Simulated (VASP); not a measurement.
GaGe3:

```
CELL_PARAMETERS angstrom
4.27847 0.00000 0.00000
0.00000 4.27847 0.00000
0.00000 0.00000 4.27847
ATOMIC_POSITIONS crystal
Ge 0.50060 0.49937 0.99202
Ge 0.51509 0.99312 0.49466
Ge 0.01245 0.49265 0.49997
Ga 0.00368 0.00652 0.00590
```

This cell differs from its parent crystal: atoms moved at random.

Base run:

| Item | Value |
| --- | --- |
| Program | VASP 6.6.1 |
| Functional | PBEsol |
| Potentials or basis | VASP PAW PBE potentials, release 64 (Ge_d, Ga_d) |
| Cutoff | 520 eV |
| k mesh | 6 × 6 × 6 |
| Occupations | fermi-dirac, width 0.05 eV |
| Spin | no spin polarisation |

Its results: pressure -3.4 GPa; largest force 0.109 eV/Å.

Q: The run is repeated on the same cell with these changes: functional from PBEsol to PBE. What comes out?

A: Pressure -0.1 GPa; largest force 0.110 eV/Å.

PBE binds less tightly than PBEsol, so the same cell stands under more pressure.

Caveats: the PAW data sets were made with another functional, which shifts forces and pressure a little (some runs).
